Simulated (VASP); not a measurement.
A run of VASP 6.6.1:

The input INCAR:

```
  ALGO = Normal
  EDIFF = 1E-7
  ENCUT = 520
  GGA = PS
  ISIF = 2
  ISMEAR = -1
  LASPH = True
  LCHARG = False
  LREAL = False
  LWAVE = False
  NBANDS = 18
  NELM = 80
  PREC = Accurate
  SIGMA = 0.05
```

Contents of KPOINTS:

```
k-points
0
Gamma
  8 8 8
```

POSCAR

```
ZnAu
1.0
    3.1044677592      0.0000000000      0.0000000000
    0.0000000000      3.1044677592      0.0000000000
    0.0000000000      0.0000000000      3.1044677592
Au Zn
1 1
Direct
    0.0000000000      0.0000000000      0.0000000000
    0.5000000000      0.5000000000      0.5000000000
```

Potentials or basis: VASP PAW PBE potentials, release 64 (Au, Zn).

Run with:

```bash
$ cat potpaw_PBE.64/Au/POTCAR potpaw_PBE.64/Zn/POTCAR > POTCAR
$ mpirun -np 1 vasp_std > vasp.out
```

Hardware: 1 thread of Intel(R) Xeon(R) 6975P-C (Granite Rapids), with other jobs on the host.

Problem. How long does it take, and how much memory?

Solution. It took 6 s on 1 thread of Intel(R) Xeon(R) 6975P-C (Granite Rapids) (shared host), peak memory 0.15 GiB. Counts: scf iterations 13, k points 35.
